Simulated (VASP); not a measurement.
# P (P6_222) in VASP: notebook, part 2 of 2

VASP 6.6.1. Earlier steps stand in the parts before.

## (3) Relaxation of cell and atoms, PBE

This run uses another cell than the first one, of 29.99 Å³/atom, 0.985 times its volume.

File INCAR:

```
PREC = Accurate ; ENCUT = 600
EDIFF = 1E-6 ; ISMEAR = 0
SIGMA = 0.1 ; LREAL = F
LASPH = T ; NELM = 100
ALGO = Normal ; ISIF = 3
LWAVE = F ; LCHARG = F
GGA = PE ; IBRION = 2
NSW = 100 ; EDIFFG = -0.01
```

File KPOINTS:

```
Automatic mesh
0
Gamma
  6 6 8
```

File POSCAR:

```
P
1.0
    6.4316038285      0.0000000000      0.0000000000
   -3.2158019143      5.5699323026      0.0000000000
    0.0000000000      0.0000000000      5.0225765607
P
6
Direct
    0.8066527648      0.4033263824      0.1666666667
    0.5966736176      0.4033263824      0.8333333333
    0.5966736176      0.1933472352      0.5000000000
    0.1933472352      0.5966736176      0.1666666667
    0.4033263824      0.5966736176      0.8333333333
    0.4033263824      0.8066527648      0.5000000000
```

Potentials or basis: VASP PAW PBE potentials, release 64 (P).

The run is started by

```console
> cat potpaw_PBE.64/P/POTCAR > POTCAR
> mpirun -np 1 vasp_std > vasp.out
```

OUTCAR:

```text
PREC = Accurate
   ENCUT = 600
   EDIFF = 1E-6
   ISMEAR = 0
   LREAL = F
   LASPH = T
   NELM = 100
   ISIF = 3
   GGA = PE
   IBRION = 2
   NSW = 100
   EDIFFG = -0.01

 ion  position               nearest neighbor table
   1  0.807  0.403  0.167-   3 2.15   2 2.15   4 2.15
   2  0.597  0.403  0.833-   3 2.15   1 2.15   5 2.15
   3  0.597  0.193  0.500-   1 2.15   2 2.15   6 2.15
   4  0.193  0.597  0.167-   6 2.15   5 2.15   1 2.15
   5  0.403  0.597  0.833-   6 2.15   4 2.15   2 2.15
   6  0.403  0.807  0.500-   4 2.15   5 2.15   3 2.15

  LATTYP: Found a hexagonal cell.
 ALAT       =     6.4316038285
 C/A-ratio  =     0.7809213214

  Lattice vectors:

 A1 = (   6.4316038285,   0.0000000000,   0.0000000000)
 A2 = (  -3.2158019143,   5.5699323026,   0.0000000000)
 A3 = (   0.0000000000,   0.0000000000,   5.0225765607)

Analysis of symmetry for initial positions (statically):
=====================================================================
 Subroutine PRICEL returns:
 Original cell was already a primitive cell.

 Routine SETGRP: Setting up the symmetry group for a
 hexagonal supercell.

 Subroutine GETGRP returns: Found 12 space group operations
 (whereof  4 operations were pure point group operations)
 out of a pool of 24 trial point group operations.

The static configuration has the point symmetry D_2 .
 The point group associated with its full space group is D_6 .

Analysis of symmetry for dynamics (positions and initial velocities):
=====================================================================
 Subroutine PRICEL returns:
 Original cell was already a primitive cell.

 Routine SETGRP: Setting up the symmetry group for a
 hexagonal supercell.

 Subroutine GETGRP returns: Found 12 space group operations
 (whereof  4 operations were pure point group operations)
 out of a pool of 24 trial point group operations.

The dynamic configuration has the point symmetry D_2 .
[... 131 lines left out ...]
  Thomas-Fermi vector in A             =   2.024086
   LORBIT       =      0    0 simple, 1 ext, 2 COOP (PROOUT), +10 PAW based schemes
   GGA     = PE    functional components
   LHFCALC =     F    Hartree Fock is set to
   AEXX    =    0.0000 exact exchange contribution
   IVDW    =     0    specifies the selected vdW correction
   LEPSILON=     F    determine dielectric tensor
   LRPA    =     F    only Hartree local field effects (RPA)
 conjugate gradient relaxation of ions
 non-spin polarized calculation
 Gauss-broadening in eV      SIGMA  =   0.10
  energy-cutoff  :      600.00
  volume of cell :      179.93
 maximum number of plane-waves:      6040
 NGX is ok and might be reduce to    54
   NGX = 25   NGY = 25   NGZ = 21

--------------------------------------- Ionic step        1  -------------------------------------------

 number of electron      29.9999999 magnetization

 Free energy of the ion-electron system (eV)
  ---------------------------------------------------
  ext. energy  EPLUGINS =         0.00000000
  ---------------------------------------------------
  free energy    TOTEN  =       -28.71782892 eV

  energy without entropy =      -28.70168725  energy(sigma->0) =      -28.70975808

------------------------ aborting loop because EDIFF is reached ----------------------------------------

  FORCE on cell =-STRESS in cart. coord.  units (eV):
  Direction    XX          YY          ZZ          XY          YZ          ZX
  --------------------------------------------------------------------------------------
  -------------------------------------------------------------------------------------
  Total        0.5063736      0.5063736     -0.0400361     -0.0000000      0.0000000      0.0000000
  in kB        4.5090587      4.5090587     -0.3565058     -0.0000000      0.0000000      0.0000000
  external PRESSURE =       2.8872039 kB  Pullay stress =       0.0000000 kB
[... 107 lines left out ...]
--------------------------------------- Ionic step        4  -------------------------------------------

 number of electron      30.0000000 magnetization

 Free energy of the ion-electron system (eV)
  ---------------------------------------------------
  ext. energy  EPLUGINS =         0.00000000
  ---------------------------------------------------
  free energy    TOTEN  =       -28.72441155 eV

  energy without entropy =      -28.70591422  energy(sigma->0) =      -28.71516289

 E-fermi :   1.6128     XC(G=0):  -7.2636

 val. band max:        1.5946659585   @ k =   0.0000   0.0000   0.3750
 cond. band min:       1.6389643676   @ k =   0.1667   0.1667   0.2500
 fundamental gap:      0.0442984091
 Fermi energy:         1.6128223748

 k-point     1 :       0.0000    0.0000    0.0000
  band No.  band energies     occupation
      1     -12.7395      2.00000
      2     -10.8887      2.00000
      3      -9.4495      2.00000
      4      -9.4495      2.00000
      5      -6.2864      2.00000
      6      -6.2864      2.00000
[... 505 lines left out ...]
      6      -5.0982      2.00000
[... 11 lines left out ...]
     18       4.6039      0.00000
     19       4.9871      0.00000

 [... further k-points ...]
[... 5 lines left out ...]
  --------------------------------------------------------------------------------------
  -------------------------------------------------------------------------------------
  Total       -0.0450396     -0.0450396      0.0128455      0.0000000      0.0000000      0.0000000
  in kB       -0.3969605     -0.3969605      0.1132148      0.0000000      0.0000000      0.0000000
  external PRESSURE =      -0.2269020 kB  Pullay stress =       0.0000000 kB
[... 21 lines left out ...]
  FREE ENERGIE OF THE ION-ELECTRON SYSTEM (eV)
  ---------------------------------------------------
  free  energy   TOTEN  =       -28.7244115524 eV

  energy  without entropy=      -28.7059142227  energy(sigma->0) =      -28.71516289

 reached required accuracy - stopping structural energy minimisation
```

Run time: 2.4 min. Hardware: 1 thread of Intel Xeon 6975P-C (Granite Rapids), shared host; peak memory 0.38 GiB.

What came out:

```yaml
Free_energy: -28.7244 eV
Relaxed_volume: 30.30 Å³/atom
Relaxed_cell: a = 6.459 Å, b = 6.459 Å, c = 5.031 Å, α = 90.00°, β = 90.00°, γ = 120.00°
Space_group_after_relaxing_to_0.05_Å: P6_222 (No. 180)
Energy_gained_by_relaxing: 1.1 meV/atom
Ionic_steps: 4
Pressure_after_relaxing: 0.0 GPa
Largest_force_after_relaxing: 0.009 eV/Å
Band_gap_on_the_k_mesh: zero (band 15 reaches 1.84 eV, above the bottom of band 16 at 1.40 eV)
```

Forces on the atoms (eV/Å):
```
P   -0.008 -0.004  0.000
P    0.008 -0.004  0.000
P    0.000  0.009  0.000
P    0.008  0.004  0.000
P   -0.008  0.004  0.000
P    0.000 -0.009  0.000
```

The path:
| step | energy change (eV) | largest force (eV/Å) | pressure (GPa) | volume (Å³) |
| --- | --- | --- | --- | --- |
| 1 | 0.0000 | 0.1833 | 0.29 | 179.93 |
| 2 | -0.0063 | 0.0150 | 0.09 | 181.34 |
| 3 | -0.0063 | 0.0047 | 0.10 | 181.26 |
| 4 | -0.0066 | 0.0088 | -0.02 | 181.78 |

Final structure:
```
P
1.0
     6.45937    0.00000    0.00000
    -3.22968    5.59398    0.00000
     0.00000    0.00000    5.03092
P
6
Direct
  0.80513 0.40257 0.16667
  0.59743 0.40257 0.83333
  0.59743 0.19487 0.50000
  0.19487 0.59743 0.16667
  0.40257 0.59743 0.83333
  0.40257 0.80513 0.50000
```

## (4) Single point, PBE

This run uses another cell than the first one, of 29.99 Å³/atom, 0.985 times its volume.

File INCAR:

```
PREC     = Accurate       # precision mode
ENCUT    = 520            # plane-wave cutoff, eV
EDIFF    = 1E-6           # SCF threshold, eV
ISMEAR   = 0              # smearing method
SIGMA    = 0.1            # smearing width, eV
LREAL    = False          # projectors in reciprocal space
LASPH    = True           # aspherical terms in the spheres
NELM     = 100            # most SCF steps
ALGO     = Normal         # electronic algorithm
ISIF     = 2              # what is computed and relaxed
LWAVE    = False          # write WAVECAR
LCHARG   = False          # write CHGCAR
GGA      = PE             # functional
NBANDS   = 24             # bands
```

File KPOINTS:

```
Automatic mesh
0
Gamma
  3 3 4
```

POSCAR: that of step 3 with these lines changed.

```diff
@@ -2,4 +2,4 @@
 1.0
-    6.4316038285      0.0000000000      0.0000000000
-   -3.2158019143      5.5699323026      0.0000000000
+    6.4316038285     -0.0000000031      0.0000000000
+   -3.2158019116      5.5699323042      0.0000000000
     0.0000000000      0.0000000000      5.0225765607
```

The run is started by

```console
> cat potpaw_PBE.64/P/POTCAR > POTCAR
> mpirun -np 1 vasp_std > vasp.out
```

Run time: 17 s. Hardware: 1 thread of Intel Xeon 6975P-C (Granite Rapids), shared host; peak memory 0.28 GiB.

Results (log left out):

```
Free energy            : -28.6805 eV
Pressure               : -0.1 GPa
Largest force          : 0.027 eV/Å
Band gap on the k mesh : zero (band 15 reaches 1.76 eV, above the bottom of band 16 at 1.49 eV)
```

Forces on the atoms (eV/Å):
```
P   -0.024 -0.014  0.000
P    0.024 -0.014  0.000
P    0.000  0.027  0.000
P    0.024  0.014  0.000
P   -0.024  0.014  0.000
P    0.000 -0.027  0.000
```

Stress tensor (GPa, compression positive):
```
 0.02  0.00  0.00
 0.00  0.02  0.00
 0.00  0.00 -0.30
```

Levels at points of the mesh, in eV from the Fermi level:
```tsv
k point	band 12	band 13	band 14	band 15	band 16	band 17	band 18	band 19
(0.00, 0.00, 0.00)	-1.06	-1.06	-0.96	-0.13	0.64	0.64	3.19	3.19
(0.00, 0.00, 0.50)	-2.03	-1.20	-0.22	-0.22	0.11	1.70	3.18	3.18
```

Caveat: the k points lie up to 0.38 Å⁻¹ apart.

## (5) Relaxation of cell and atoms, PBE

This run uses another cell than the first one, of 25.55 Å³/atom, 0.839 times its volume.

File INCAR:

```
SYSTEM = P
PREC     = Accurate       ! precision mode
ENCUT    = 600            ! plane-wave cutoff, eV
EDIFF    = 1E-6           ! SCF threshold, eV
ISMEAR   = 0              ! smearing method
SIGMA    = 0.1            ! smearing width, eV
LREAL    = .False.        ! projectors in reciprocal space
LASPH    = .True.         ! aspherical terms in the spheres
NELM     = 100            ! most SCF steps
ALGO     = Normal         ! electronic algorithm
ISIF     = 3              ! what is computed and relaxed
LWAVE    = .False.        ! write WAVECAR
LCHARG   = .False.        ! write CHGCAR
GGA      = PE             ! functional
IBRION   = 2              ! ionic algorithm
NSW      = 90             ! ionic steps
EDIFFG   = -0.04          ! ionic threshold
```

File KPOINTS:

```
Automatic mesh
0
Gamma
  3 3 4
  0 0 0
```

File POSCAR:

```
P
1.0
    5.9305421300      0.0000000000      0.0000000000
   -2.9652710600      5.1360001400      0.0000000000
    0.0000000000      0.0000000000      5.0322315600
P
6
Direct
    0.8000000000      0.4000000000      0.1666666700
    0.6000000000      0.4000000000      0.8333333300
    0.6000000000      0.2000000000      0.5000000000
    0.2000000000      0.6000000000      0.1666666700
    0.4000000000      0.6000000000      0.8333333300
    0.4000000000      0.8000000000      0.5000000000
```

The run is started by

```console
> cat potpaw_PBE.64/P/POTCAR > POTCAR
> mpirun -np 1 vasp_std > vasp.out
```

Run time: 78 s. Hardware: 1 thread of Intel Xeon 6975P-C (Granite Rapids), shared host; peak memory 0.29 GiB.

The run converged. Its results:

```
Free energy                            : -28.6792 eV
Relaxed volume                         : 29.89 Å³/atom
Relaxed cell                           : a = 6.429 Å, b = 6.429 Å, c = 5.010 Å, α = 90.00°, β = 90.00°, γ = 120.00°
Space group after relaxing (to 0.05 Å) : P6_222 (No. 180)
Energy gained by relaxing              : 100.5 meV/atom
Ionic steps                            : 8
Pressure after relaxing                : 0.1 GPa
Largest force after relaxing           : 0.033 eV/Å
Band gap on the k mesh                 : zero (band 15 reaches 1.78 eV, above the bottom of band 16 at 1.50 eV)
```

Forces in eV/Å, atoms in the order of the input:
```
P    0.029  0.017  0.000
P   -0.029  0.017  0.000
P    0.000 -0.033  0.000
P   -0.029 -0.017  0.000
P    0.029 -0.017  0.000
P    0.000  0.033  0.000
```

Step by step:
```csv
step,energy change (eV),largest force (eV/Å),pressure (GPa),volume (Å³)
1,0.0000,0.2176,8.03,153.28
2,-0.5008,0.2490,-0.90,183.47
3,-0.5176,0.2722,0.05,177.52
4,-0.5502,0.1432,-0.14,178.43
5,-0.5837,0.1519,-0.40,180.33
6,-0.6019,0.0579,0.13,178.87
7,-0.6019,0.0591,0.14,178.86
8,-0.6032,0.0332,0.08,179.32
```

Final structure:
```
P
1.0
     6.42898    0.00000    0.00000
    -3.21449    5.56766    0.00000
     0.00000    0.00000    5.00975
P
6
Direct
  0.80630 0.40315 0.16667
  0.59685 0.40315 0.83333
  0.59685 0.19370 0.50000
  0.19370 0.59685 0.16667
  0.40315 0.59685 0.83333
  0.40315 0.80630 0.50000
```

Levels at points of the mesh, in eV from the Fermi level:
```tsv
k point	band 13	band 14	band 15	band 16	band 17	band 18
(0.00, 0.00, 0.00)	-1.07	-0.96	-0.11	0.64	0.64	3.23
(0.00, 0.00, 0.50)	-1.20	-0.23	-0.23	0.10	1.73	3.19
```

Caveat: the k points lie up to 0.38 Å⁻¹ apart in the final cell; the volume moved by over 15 % at a fixed basis, so the end points are rough.

## (6) Single point, PBE

This run uses another cell than the first one, of 25.55 Å³/atom, 0.839 times its volume.

File INCAR:

```
SYSTEM = P
PREC     = Accurate       ! precision mode
ENCUT    = 520            ! plane-wave cutoff, eV
EDIFF    = 1E-6           ! SCF threshold, eV
ISMEAR   = 0              ! smearing method
SIGMA    = 0.1            ! smearing width, eV
LREAL    = .False.        ! projectors in reciprocal space
LASPH    = .True.         ! aspherical terms in the spheres
NELM     = 100            ! most SCF steps
ALGO     = Normal         ! electronic algorithm
ISIF     = 2              ! what is computed and relaxed
LWAVE    = .False.        ! write WAVECAR
LCHARG   = .False.        ! write CHGCAR
GGA      = PE             ! functional
NBANDS   = 24             ! bands
```

KPOINTS is that of step 5.

POSCAR is that of step 5.

Potentials or basis: VASP PAW PBE potentials, release 64 (P).

The run is started by

```console
> cat potpaw_PBE.64/P/POTCAR > POTCAR
> mpirun -np 1 vasp_std > vasp.out
```

OUTCAR:

```text
SYSTEM = P
   PREC = Accurate
   ENCUT = 520
   EDIFF = 1E-6
   ISMEAR = 0
   LREAL = .False.
   LASPH = .True.
   NELM = 100
   ISIF = 2
   GGA = PE

 ion  position               nearest neighbor table
   1  0.800  0.400  0.167-   3 2.05   2 2.05   4 2.05
   2  0.600  0.400  0.833-   3 2.05   1 2.05   5 2.05
   3  0.600  0.200  0.500-   2 2.05   1 2.05   6 2.05
   4  0.200  0.600  0.167-   6 2.05   5 2.05   1 2.05
   5  0.400  0.600  0.833-   6 2.05   4 2.05   2 2.05
   6  0.400  0.800  0.500-   5 2.05   4 2.05   3 2.05

  LATTYP: Found a hexagonal cell.
[... 433 lines left out ...]
  -------------------------------------------------------------------------------------
  Total        8.1578253      8.1578253      6.7072426      0.0000000      0.0000000      0.0000000
  in kB       85.2717042     85.2717041     70.1091268      0.0000001      0.0000000      0.0000000
  external PRESSURE =      80.2175117 kB  Pullay stress =       0.0000000 kB

 VOLUME and BASIS-vectors are now :
 -----------------------------------------------------------------------------
  energy-cutoff  :      520.00
  volume of cell :      153.28
      direct lattice vectors                 reciprocal lattice vectors
     5.930542130  0.000000000  0.000000000     0.168618649  0.097352022  0.000000000
    -2.965271060  5.136000140  0.000000000     0.000000000  0.194704045  0.000000000
     0.000000000  0.000000000  5.032231560     0.000000000  0.000000000  0.198718995

 POSITION                                       TOTAL-FORCE (eV/Angst)
 -----------------------------------------------------------------------------------
      3.55833      2.05440      0.83871        -0.188269     -0.108697      0.000000
      2.37222      2.05440      4.19353         0.188269     -0.108697      0.000000
      2.96527      1.02720      2.51612         0.000000      0.217395     -0.000000
     -0.59305      3.08160      0.83871         0.188269      0.108697     -0.000000
      0.59305      3.08160      4.19353        -0.188269      0.108697     -0.000000
      0.00000      4.10880      2.51612        -0.000000     -0.217395     -0.000000
 -----------------------------------------------------------------------------------
    total drift:                               -0.000000      0.000000      0.000009

  FREE ENERGIE OF THE ION-ELECTRON SYSTEM (eV)
  ---------------------------------------------------
  free  energy   TOTEN  =       -28.0737824636 eV

  energy  without entropy=      -28.0556266962  energy(sigma->0) =      -28.06470458
```

OSZICAR:

```text
N       E                     dE             d eps       ncg     rms          rms(c)
DAV:   1     0.137989338425E+03    0.13799E+03   -0.12059E+04   432   0.104E+03
DAV:   2    -0.181706312974E+02   -0.15616E+03   -0.14744E+03   584   0.183E+02
DAV:   3    -0.283389332610E+02   -0.10168E+02   -0.10013E+02   560   0.491E+01
DAV:   4    -0.285552400643E+02   -0.21631E+00   -0.21589E+00   616   0.833E+00
DAV:   5    -0.285604326171E+02   -0.51926E-02   -0.51915E-02   616   0.112E+00    0.158E+01
DAV:   6    -0.282076427729E+02    0.35279E+00   -0.25354E-01   552   0.207E+00    0.953E+00
DAV:   7    -0.280709470091E+02    0.13670E+00   -0.47317E-01   544   0.289E+00    0.462E-01
DAV:   8    -0.280731714651E+02   -0.22245E-02   -0.39404E-02   520   0.966E-01    0.228E-01
DAV:   9    -0.280734412512E+02   -0.26979E-03   -0.12007E-03   600   0.186E-01    0.163E-01
DAV:  10    -0.280737637364E+02   -0.32249E-03   -0.25516E-04   536   0.958E-02    0.634E-02
DAV:  11    -0.280737766752E+02   -0.12939E-04   -0.65496E-05   592   0.405E-02    0.115E-02
DAV:  12    -0.280737828824E+02   -0.62072E-05   -0.14651E-05   568   0.210E-02    0.494E-03
DAV:  13    -0.280737824636E+02    0.41880E-06   -0.14051E-06   448   0.824E-03
   1 F= -.28073782E+02 E0= -.28064705E+02  d E =-.181558E-01
```

Wall time 46 s (1 thread of AMD EPYC 7R43 (Zen 3), shared host); peak memory 0.22 GiB.

Results:

| Quantity | Value |
| --- | --- |
| Free energy | -28.0738 eV |
| Pressure | 8.0 GPa |
| Largest force | 0.217 eV/Å |
| Band gap on the k mesh | zero (band 15 reaches 3.28 eV, above the bottom of band 16 at 2.79 eV) |

Forces in eV/Å, atoms in the order of the input:
```
P   -0.188 -0.109  0.000
P    0.188 -0.109  0.000
P    0.000  0.217  0.000
P    0.188  0.109  0.000
P   -0.188  0.109  0.000
P    0.000 -0.217  0.000
```

Stress tensor (GPa, compression positive):
```
8.53 0.00 0.00
0.00 8.53 0.00
0.00 0.00 7.01
```

Caveat: the k points lie up to 0.41 Å⁻¹ apart.

## (7) Overview

| task | cell | k mesh | cutoff (eV) | gap on the mesh (eV) | pressure (GPa) | relaxed volume (Å³/atom) | largest force (eV/Å) |
| --- | --- | --- | --- | --- | --- | --- | --- |
| single point | a = 6.463, b = 6.463, c = 5.048 Å, angles 90.0, 90.0, 120.0°, 6 atoms | 6 × 6 × 8 | 520 | none | -0.2 | - | 0.02 |
| relaxation of cell and atoms | relaxed from a = 6.432, b = 6.432, c = 5.023 Å, angles 90.0, 90.0, 120.0°, 6 atoms | 6 × 6 × 8 | 600 | none | 0.0 | 30.30 | 0.01 |
| single point | a = 6.432, b = 6.432, c = 5.023 Å, angles 90.0, 90.0, 120.0°, 6 atoms | 3 × 3 × 4 | 520 | none | -0.1 | - | 0.03 |
| relaxation of cell and atoms | relaxed from a = 5.931, b = 5.931, c = 5.032 Å, angles 90.0, 90.0, 120.0°, 6 atoms | 3 × 3 × 4 | 600 | none | 0.1 | 29.89 | 0.03 |
| single point | a = 5.931, b = 5.931, c = 5.032 Å, angles 90.0, 90.0, 120.0°, 6 atoms | 3 × 3 × 4 | 520 | none | 8.0 | - | 0.22 |

Alike in all rows: level PBE; potentials or basis VASP PAW PBE potentials, release 64 (P); no spin polarisation; smearing gaussian 0.1 eV.

Caveats: some runs use coarse meshes; the volume moved by over 15 % at a fixed basis, so the end points are rough (some runs).

Absolute energies hang on the potentials; compare differences alone.
